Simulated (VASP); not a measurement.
## SiC: single point with r2SCAN

SiC:

```
C Si
1.0
     2.57651    0.00000    0.00000
     0.00000    3.35747    0.00000
     0.00000    0.00000    4.94116
C Si
2 2
Direct
  0.75000 0.00000 0.91255
  0.25000 0.00000 0.08745
  0.25000 0.50000 0.29243
  0.75000 0.50000 0.70757
```

- Program: VASP 6.6.1
- Task: single point
- Functional: r2SCAN
- Potentials or basis: VASP PAW PBE potentials, release 64 (C, Si)
- Cutoff: 520 eV
- k mesh: 10 × 8 × 6
- Occupations: fermi-dirac, width 0.02 eV
- Spin: no spin polarisation

```json
{
 "Pressure": "0.0 GPa",
 "Largest force": "0.098 eV/Å",
 "Band gap on the k mesh": "zero (bands 8 and 9 overlap by 4.00 eV)"
}
```

Forces in eV/Å, atoms in the order of the input:
```
C    0.000  0.000 -0.056
C    0.000  0.000  0.056
Si   0.000  0.000  0.098
Si   0.000  0.000 -0.098
```

Stress tensor (GPa, compression positive):
```
 3.06  0.00  0.00
 0.00 -2.37  0.00
 0.00  0.00 -0.63
```

Levels at points of the mesh, in eV from the Fermi level:
```csv
k point,band 4,band 5,band 6,band 7,band 8,band 9,band 10,band 11,band 12,band 13
"(0.00, 0.00, 0.00)",-8.13,-5.09,-3.14,-1.86,-1.71,-0.63,1.49,4.62,7.02,7.09
"(0.50, 0.00, 0.00)",-8.02,-6.70,-6.70,-4.05,-4.05,1.57,1.57,3.97,3.97,6.58
"(0.00, 0.50, 0.00)",-8.89,-8.19,-6.61,-4.85,2.89,3.24,4.76,6.11,6.88,8.30
"(0.50, 0.50, 0.00)",-9.03,-6.54,-6.54,-4.78,-4.78,-0.81,-0.81,1.16,1.16,9.96
"(0.00, 0.00, 0.50)",-7.44,-7.23,-5.07,-3.11,-1.34,1.71,3.77,4.41,5.10,5.43
"(0.50, 0.00, 0.50)",-9.55,-4.26,-4.26,-4.00,-4.00,0.20,0.20,4.10,4.10,4.91
"(0.00, 0.50, 0.50)",-11.35,-4.84,-3.98,-3.11,-0.51,-0.48,6.21,6.50,6.53,7.48
"(0.50, 0.50, 0.50)",-8.27,-6.93,-6.93,-6.80,-6.80,2.54,2.54,3.54,3.54,6.41
```

Wall time 99 s on 1 thread of Intel(R) Xeon(R) 6975P-C (Granite Rapids), on a shared host, peak memory 0.2 GiB.

Caveat: the PAW data sets were made with another functional, which shifts forces and pressure a little.
